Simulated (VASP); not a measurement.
# HgTe (I-4m2) in VASP: further runs

The runs below take HgTe through single point, with r2SCAN.

Everything below comes from runs of VASP 6.6.1. Logs are shortened: lines on timing, memory, paths and dates and some standing lists are left out, and cuts for length are marked.

## (1) The cell of the first run

The structure is tetragonal, space group I-4m2 (No. 119). Conventional cell: a = 4.490 Å, b = 4.490 Å, c = 6.640 Å, α = 90.00°, β = 90.00°, γ = 90.00°. Hg (site symmetry -4m2) has 4 Te at 2.79 Å within 3.7 Å. Within 3.7 Å of Te (site symmetry -4m2) lie 4 Hg at 2.79 Å.

## (2) Single point, r2SCAN (strain -0.015 along x and y, +0.030 along z)

File POSCAR:

```
HgTe
1.0
    0.0000000000      3.1751475000      3.3202050000
    3.1751475000      0.0000000000      3.3202050000
    3.1751475000      3.1751475000      0.0000000000
Hg Te
1 1
Direct
    0.0000000000      0.0000000000      0.0000000000
    0.7500000000      0.7500000000      0.7500000000
```

File INCAR.step1:

```
SYSTEM = HgTe
PREC = Accurate
ENCUT = 520
ISMEAR = 0
SIGMA = 0.15
LREAL = .FALSE.
LASPH = .TRUE.
NELM = 80
NBANDS = 16
GGA = PE
ALGO = Normal
EDIFF = 1E-4
LWAVE = .TRUE.
LCHARG = .FALSE.
```

File INCAR.step2:

```
SYSTEM = HgTe
PREC = Accurate
ENCUT = 520
EDIFF = 1E-7
ISMEAR = 0
SIGMA = 0.15
LREAL = .FALSE.
LASPH = .TRUE.
NELM = 80
ALGO = Normal
ISIF = 2
LWAVE = .FALSE.
LCHARG = .TRUE.
METAGGA = R2SCAN
LMIXTAU = .TRUE.
LELF = .TRUE.
LVHAR = .TRUE.
NBANDS = 16
ISTART = 1
```

File KPOINTS:

```
regular mesh
0
G
  14 14 14
  0 0 0
```

Potentials or basis: VASP PAW PBE potentials, release 64 (Hg, Te).

The run is started by

```bash
cat potpaw_PBE.64/Hg/POTCAR potpaw_PBE.64/Te/POTCAR > POTCAR
cp INCAR.step1 INCAR
mpirun -np 1 vasp_std > vasp.out
cp INCAR.step2 INCAR
mpirun -np 1 vasp_std > vasp.out
```

OUTCAR:

```text
SYSTEM = HgTe
   PREC = Accurate
   ENCUT = 520
   EDIFF = 1E-7
   ISMEAR = 0
   LREAL = .FALSE.
   LASPH = .TRUE.
   NELM = 80
   ISIF = 2
   METAGGA = R2SCAN
   ISTART = 1

 ion  position               nearest neighbor table
   1  0.000  0.000  0.000-   2 2.79   2 2.79   2 2.79   2 2.79
   2  0.750  0.750  0.750-   1 2.79   1 2.79   1 2.79   1 2.79

  LATTYP: Found a body centered tetragonal cell.
 ALAT       =     4.4903366570
 C/A-ratio  =     1.4788223038

  Lattice vectors:

 A1 = (  -3.1751475000,   0.0000000000,   3.3202050000)
 A2 = (   3.1751475000,   0.0000000000,   3.3202050000)
 A3 = (   0.0000000000,   3.1751475000,  -3.3202050000)

Analysis of symmetry for initial positions (statically):
=====================================================================
 Subroutine PRICEL returns:
 Original cell was already a primitive cell.

 Routine SETGRP: Setting up the symmetry group for a
 body centered tetragonal supercell.

 Subroutine GETGRP returns: Found  8 space group operations
 (whereof  8 operations were pure point group operations)
 out of a pool of 16 trial point group operations.

The static configuration has the point symmetry D_2d.

Analysis of symmetry for dynamics (positions and initial velocities):
=====================================================================
 Subroutine PRICEL returns:
 Original cell was already a primitive cell.

 Routine SETGRP: Setting up the symmetry group for a
 body centered tetragonal supercell.

 Subroutine GETGRP returns: Found  8 space group operations
 (whereof  8 operations were pure point group operations)
 out of a pool of 16 trial point group operations.

The dynamic configuration has the point symmetry D_2d.

 Subroutine INISYM returns: Found  8 space group operations
 (whereof  8 operations are pure point group operations),
 and found     1 'primitive' translations

----------------------------------------------------------------------------------------

                                     Primitive cell

  volume of cell :      66.9457

  direct lattice vectors                    reciprocal lattice vectors
     0.000000000  3.175147500  3.320205000    -0.157472999  0.157472999  0.150593111
     3.175147500  0.000000000  3.320205000     0.157472999 -0.157472999  0.150593111
     3.175147500  3.175147500  0.000000000     0.157472999  0.157472999 -0.150593111

  length of vectors
     4.594052992  4.594052992  4.490336657     0.268837825  0.268837825  0.268837825

  position of ions in fractional coordinates (direct lattice)
     0.000000000  0.000000000  0.000000000
     0.750000000  0.750000000  0.750000000

  ion indices of the primitive-cell ions
   primitive index   ion index
                 1           1
                 2           2

----------------------------------------------------------------------------------------

 KPOINTS: regular mesh

Automatic generation of k-mesh.
 Grid dimensions read from file:
 generate k-points for:   14   14   14

 Generating k-lattice:

  Cartesian coordinates                     Fractional coordinates (reciprocal lattice)
    -0.011248071  0.011248071  0.010756651     0.071428571  0.000000000  0.000000000
     0.011248071 -0.011248071  0.010756651     0.000000000  0.071428571  0.000000000
     0.011248071  0.011248071 -0.010756651     0.000000000  0.000000000  0.071428571

  Length of vectors
     0.019202702  0.019202702  0.019202702

  Shift w.r.t. Gamma in fractional coordinates (k-lattice)
     0.000000000  0.000000000  0.000000000

 Subroutine IBZKPT returns following result:
 ===========================================

 Found    244 irreducible k-points:

 Following reciprocal coordinates:
            Coordinates               Weight
  0.000000  0.000000  0.000000      1.000000
  0.071429  0.000000  0.000000      8.000000
  0.142857 -0.000000  0.000000      8.000000
  0.214286 -0.000000  0.000000      8.000000
  0.285714 -0.000000  0.000000      8.000000
  0.357143  0.000000  0.000000      8.000000
[... 16 lines left out ...]
  0.214286  0.142857  0.000000      8.000000
  0.285714  0.142857  0.000000      8.000000
 [... further k-points ...]
   k-points           NKPTS =    244   k-points in BZ     NKDIM =    244   number of bands    NBANDS=     16
   number of dos      NEDOS =    301   number of ions     NIONS =      2
   total plane-waves  NPLWV =  46656
   dimension x,y,z NGX =    36 NGY =   36 NGZ =   36
   dimension x,y,z NGXF=    72 NGYF=   72 NGZF=   72
   ions per type =               1   1
   NGX,Y,Z   is equivalent  to a cutoff of  13.03, 13.03, 13.33 a.u.
   NGXF,Y,Z  is equivalent  to a cutoff of  26.05, 26.05, 26.66 a.u.
 SYSTEM =  HgTe
   PREC   = accura    normal or accurate (medium, high low for compatibility)
   ISTART =      1    job   : 0-new  1-cont  2-samecut
   ICHARG =      0    charge: 1-file 2-atom 10-const
   ISPIN  =      1    spin polarized calculation?
   LNONCOLLINEAR =      F non collinear calculations
   LSORBIT =      F    spin-orbit coupling
   LASPH  =      T    aspherical Exc in radial PAW
   ENCUT  =  520.0 eV  38.22 Ry    6.18 a.u.   8.54  8.54  8.35*2*pi/ulx,y,z
   NELM   =     80;   NELMIN=  2; NELMDL=  0     # of ELM steps
   EDIFF  = 0.1E-06   stopping-criterion for ELM
   LREAL  =      F    real-space projection
   EDIFFG = 0.1E-05   stopping-criterion for IOM
   NSW    =      0    number of steps for IOM
   IBRION =     -1    ionic relax: 0-MD 1-quasi-New 2-CG
   NFREE  =      0    steps in history (QN), initial steepest desc. (CG)
   ISIF   =      2    stress and relaxation
   ISYM   =      2    0-nonsym 1-usesym 2-fastsym
   POTIM  = 0.5000    time-step for ionic-motion
   TEBEG  =    0.0;   TEEND  =   0.0 temperature during run
   PSTRESS=    0.0 pullay stress
   NELECT =      18.0000    total number of electrons
   NUPDOWN=      -1.0000    fix difference up-down
   EMIN   =  10.00;   EMAX   =-10.00  energy-range for DOS
   EFERMI =   0.00;   METHOD = LEGACY
   ISMEAR =     0;   SIGMA  =   0.15  broadening in eV -4-tet -1-fermi 0-gaus
   EFERMI_NEDOS =   21; number of points for ismear=-14 and -15
   IALGO  =     38    algorithm
   IMIX   =      4    mixing-type and parameters
     AMIX     =   0.40;   BMIX     =  1.00
     AMIX_MAG =   1.60;   BMIX_MAG =  1.00
  volume/ion in A,a.u.               =      33.47       225.89
  Fermi-wavevector in a.u.,A,eV,Ry     =   1.056634  1.996750 15.190583  1.116476
  Thomas-Fermi vector in A             =   2.191877
   LORBIT       =      0    0 simple, 1 ext, 2 COOP (PROOUT), +10 PAW based schemes
   METAGGA = R2SCAN    functional components
   LHFCALC =     F    Hartree Fock is set to
   AEXX    =    0.0000 exact exchange contribution
   IVDW    =     0    specifies the selected vdW correction
   LEPSILON=     F    determine dielectric tensor
   LRPA    =     F    only Hartree local field effects (RPA)
 non-spin polarized calculation
 Gauss-broadening in eV      SIGMA  =   0.15
  energy-cutoff  :      520.00
  volume of cell :       66.95
 maximum number of plane-waves:      1833
 NGX is ok and might be reduce to    36
   NGX = 17   NGY = 17   NGZ = 17

 number of electron      17.9999999 magnetization

 Free energy of the ion-electron system (eV)
  ---------------------------------------------------
  ext. energy  EPLUGINS =         0.00000000
  ---------------------------------------------------
  free energy    TOTEN  =       -75.12574363 eV

  energy without entropy =      -75.12558657  energy(sigma->0) =      -75.12566510

 E-fermi :   3.1248     XC(G=0):  -9.3604

 val. band max:        3.0146300787   @ k =   0.0000   0.0000   0.0000
 cond. band min:       3.4901204494   @ k =   0.0714   0.0000   0.0000
 fundamental gap:      0.4754903707
 Fermi energy:         3.1247831226

 k-point     1 :       0.0000    0.0000    0.0000
  band No.  band energies     occupation
      1      -9.5095      2.00000
      2      -4.7378      2.00000
      3      -4.7252      2.00000
      4      -4.7252      2.00000
      5      -4.1622      2.00000
      6      -4.1322      2.00000
[... 8 lines left out ...]
     15      12.6463      0.00000
     16      12.9473      0.00000

 k-point     2 :       0.0714    0.0000    0.0000
  band No.  band energies     occupation
      1      -9.4818      2.00000
      2      -4.7307      2.00000
      3      -4.7172      2.00000
      4      -4.7151      2.00000
      5      -4.1624      2.00000
      6      -4.1336      2.00000
[... 8 lines left out ...]
     15      12.1989      0.00000
     16      12.7562      0.00000

 k-point     3 :       0.1429   -0.0000    0.0000
  band No.  band energies     occupation
      1      -9.4028      2.00000
      2      -4.7096      2.00000
      3      -4.6948      2.00000
      4      -4.6816      2.00000
      5      -4.1621      2.00000
      6      -4.1369      2.00000
[... 8 lines left out ...]
     15      11.8747      0.00000
     16      12.2536      0.00000

 k-point     4 :       0.2143   -0.0000    0.0000
  band No.  band energies     occupation
      1      -9.2848      2.00000
      2      -4.6795      2.00000
      3      -4.6637      2.00000
      4      -4.6109      2.00000
      5      -4.1586      2.00000
      6      -4.1397      2.00000
[... 8 lines left out ...]
     15      11.8568      0.00000
     16      12.0046      0.00000

 k-point     5 :       0.2857   -0.0000    0.0000
  band No.  band energies     occupation
      1      -9.1483      2.00000
      2      -4.6496      2.00000
      3      -4.6313      2.00000
      4      -4.4815      2.00000
      5      -4.1495      2.00000
      6      -4.1393      2.00000
[... 8 lines left out ...]
     15      12.0533      0.00000
     16      12.0770      0.00000

 k-point     6 :       0.3571    0.0000    0.0000
  band No.  band energies     occupation
      1      -9.0203      2.00000
      2      -4.6265      2.00000
      3      -4.6046      2.00000
      4      -4.2783      2.00000
      5      -4.1352      2.00000
      6      -4.1330      2.00000
[... 8 lines left out ...]
     15      12.4712      0.00000
     16      12.5747      0.00000

 k-point     7 :       0.4286   -0.0000    0.0000
  band No.  band energies     occupation
      1      -8.9287      2.00000
      2      -4.6127      2.00000
      3      -4.5878      2.00000
      4      -4.1354      2.00000
      5      -4.1299      2.00000
      6      -3.9916      2.00000
[... 8 lines left out ...]
     15      13.0606      0.00000
     16      13.2701      0.00000

 k-point     8 :       0.5000   -0.0000    0.0000
  band No.  band energies     occupation
      1      -8.8955      2.00000
      2      -4.6082      2.00000
      3      -4.5823      2.00000
      4      -4.1274      2.00000
      5      -4.1267      2.00000
      6      -3.8183      2.00000
[... 8 lines left out ...]
     15      13.4383      0.00000
     16      13.6787      0.00000

 k-point     9 :       0.0714    0.0714    0.0000
  band No.  band energies     occupation
      1      -9.4739      2.00000
      2      -4.7335      2.00000
      3      -4.7100      2.00000
      4      -4.7100      2.00000
      5      -4.1681      2.00000
      6      -4.1294      2.00000
[... 8 lines left out ...]
     15      11.5784      0.00000
     16      13.3363      0.00000
[... 172 lines left out ...]
 k-point    19 :      -0.2143    0.0714    0.0000
  band No.  band energies     occupation
      1      -9.2174      2.00000
      2      -4.6600      2.00000
      3      -4.6530      2.00000
      4      -4.5656      2.00000
      5      -4.1516      2.00000
      6      -4.1383      2.00000
[... 8 lines left out ...]
     15      11.5950      0.00000
     16      12.3479      0.00000

 k-point    20 :      -0.1429    0.0714    0.0000
  band No.  band energies     occupation
      1      -9.3424      2.00000
      2      -4.6941      2.00000
      3      -4.6847      2.00000
      4      -4.6490      2.00000
      5      -4.1497      2.00000
      6      -4.1472      2.00000
[... 8 lines left out ...]
     15      11.7384      0.00000
     16      12.1673      0.00000

 k-point    21 :      -0.0714    0.0714    0.0000
  band No.  band energies     occupation
      1      -9.4357      2.00000
      2      -4.7191      2.00000
      3      -4.7080      2.00000
      4      -4.6945      2.00000
      5      -4.1568      2.00000
      6      -4.1402      2.00000
[... 8 lines left out ...]
     15      12.1483      0.00000
     16      12.3711      0.00000

 k-point    22 :       0.1429    0.1429    0.0000
  band No.  band energies     occupation
      1      -9.3719      2.00000
      2      -4.7168      2.00000
      3      -4.6661      2.00000
      4      -4.6661      2.00000
      5      -4.1830      2.00000
      6      -4.1218      2.00000
[... 8 lines left out ...]
     15      11.3108      0.00000
     16      13.4001      0.00000

 k-point    23 :       0.2143    0.1429    0.0000
  band No.  band energies     occupation
      1      -9.2854      2.00000
      2      -4.6931      2.00000
      3      -4.6336      2.00000
      4      -4.6266      2.00000
      5      -4.1887      2.00000
      6      -4.1181      2.00000
[... 8 lines left out ...]
     15      12.0171      0.00000
     16      13.1619      0.00000

 k-point    24 :       0.2857    0.1429    0.0000
  band No.  band energies     occupation
      1      -9.1679      2.00000
      2      -4.6568      2.00000
      3      -4.5981      2.00000
      4      -4.5493      2.00000
      5      -4.1853      2.00000
      6      -4.1158      2.00000
[... 8 lines left out ...]
     15      12.4858      0.00000
     16      13.0109      0.00000

 [... further k-points ...]

------------------------ aborting loop because EDIFF is reached ----------------------------------------

  FORCE on cell =-STRESS in cart. coord.  units (eV):
  Direction    XX          YY          ZZ          XY          YZ          ZX
  --------------------------------------------------------------------------------------
  -------------------------------------------------------------------------------------
  Total        1.2522143      1.2522143      0.9678002      0.0000000      0.0000000      0.0000000
  in kB       29.9686062     29.9686062     23.1618672      0.0000000      0.0000000      0.0000000
  external PRESSURE =      27.6996932 kB  Pullay stress =       0.0000000 kB

 VOLUME and BASIS-vectors are now :
 -----------------------------------------------------------------------------
  energy-cutoff  :      520.00
  volume of cell :       66.95
      direct lattice vectors                 reciprocal lattice vectors
     0.000000000  3.175147500  3.320205000    -0.157472999  0.157472999  0.150593111
     3.175147500  0.000000000  3.320205000     0.157472999 -0.157472999  0.150593111
     3.175147500  3.175147500  0.000000000     0.157472999  0.157472999 -0.150593111

 POSITION                                       TOTAL-FORCE (eV/Angst)
 -----------------------------------------------------------------------------------
      0.00000      0.00000      0.00000         0.000000      0.000000     -0.000000
      4.76272      4.76272      4.98031        -0.000000     -0.000000      0.000000
 -----------------------------------------------------------------------------------
    total drift:                                0.000000      0.000000      0.000000

  FREE ENERGIE OF THE ION-ELECTRON SYSTEM (eV)
  ---------------------------------------------------
  free  energy   TOTEN  =       -75.1257436276 eV

  energy  without entropy=      -75.1255865657  energy(sigma->0) =      -75.12566510
```

Run time: 8.4 min. Hardware: 1 thread of Intel Xeon Platinum 8488C (Sapphire Rapids), shared host; peak memory 0.42 GiB.

Results:

```yaml
Free_energy: -75.1257 eV
Pressure: 2.8 GPa
Band_gap_on_the_k_mesh: zero (filled and empty bands touch)
```

Levels at points of the mesh, in eV from the Fermi level:
```
           k point  band 7  band 8  band 9  band 10  band 11  band 12
(0.00, 0.00, 0.00)   -0.56   -0.29   -0.11    -0.11     4.39     4.39
(0.50, 0.00, 0.00)   -5.87   -1.31   -1.09     0.78     5.09     5.33
(0.50, 0.50, 0.00)   -5.95   -2.43   -2.43     2.15     2.70     8.37
(0.50, 0.00, 0.50)   -5.72   -2.67   -2.56     1.80     2.48     8.67
```

Caveat: the cell differs from its parent crystal (strain -0.015 along x and y, +0.030 along z); semilocal functionals underestimate gaps, and a narrow one can read as zero; the PAW data sets were made with another functional, which shifts forces and pressure a little; spin-orbit coupling is left out, which moves the levels of the heavy elements.

[end of part 1 of 2]

The gap in the log of VASP goes by the Fermi energy; the results here count the filled bands.